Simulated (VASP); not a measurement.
Set up this calculation in VASP 6.6.1, as the native input.

```yaml
Task: single point
Functional: PBE
Potentials_or_basis: VASP PAW PBE potentials, release 64 (Zn, S)
Cutoff: 520 eV
k_mesh: 5 × 7 × 3
Occupations: gaussian, width 0.05 eV
Spin: no spin polarisation
Dipole_correction: no
Further_INCAR_settings: ALGO = Normal; EDIFF = 1e-06; NBANDS = 66
```

The structure of ZnS lies in POSCAR:

```
ZnS
1.0
    5.4431279699      0.0000000000      0.0000000000
    0.0000000000      2.7215639849     -2.7215639849
    0.0000000000     10.2860122984     10.2860122984
Zn S
6 6
Direct
    0.5000000000      0.5000000000      0.0661339787
    0.0000000000      0.0000000000      0.1984283949
    0.5000000000      0.5000000000      0.3307228112
    0.0000000000      0.0000000000      0.4630172274
    0.5000000000      0.5000000000      0.5953116436
    0.0000000000      0.0000000000      0.7276060599
    0.7500000000      0.0000000000      0.3307228112
    0.2500000000      0.5000000000      0.4630172274
    0.7500000000      0.0000000000      0.5953116436
    0.2500000000      0.5000000000      0.7276060599
    0.7500000000      0.0000000000      0.0661339787
    0.2500000000      0.5000000000      0.1984283949
```

This cell differs from its parent crystal: the distance across one plane changed.

One way to write it, as run:

INCAR

```
ALGO = Normal ; EDIFF = 1E-6
ENCUT = 520 ; GGA = PE
ISIF = 2 ; ISMEAR = 0
LASPH = T ; LCHARG = T
LELF = T ; LREAL = F
LVHAR = T ; LWAVE = F
NBANDS = 66 ; NELM = 100
PREC = Accurate ; SIGMA = 0.05
```

KPOINTS

```
k-points
0
Gamma
  5 7 3
```

Potentials or basis: VASP PAW PBE potentials, release 64 (Zn, S).

Command:

```sh
$ cat potpaw_PBE.64/Zn/POTCAR potpaw_PBE.64/S/POTCAR > POTCAR
$ mpirun -np 1 vasp_std > vasp.out
```

Results of the run:

```yaml
Pressure: -1.1 GPa
Largest_force: 1.599 eV/Å
Band_gap_on_the_k_mesh: 1.47 eV
```

Caveat: the cell differs from its parent crystal (the distance across one plane changed); forces of over 1 eV/Å act on the atoms, so gaps and moduli don't describe the material at rest.

It took 18 min on 1 thread of Intel Xeon 8259CL, with other jobs on the host, peak memory 0.57 GiB.
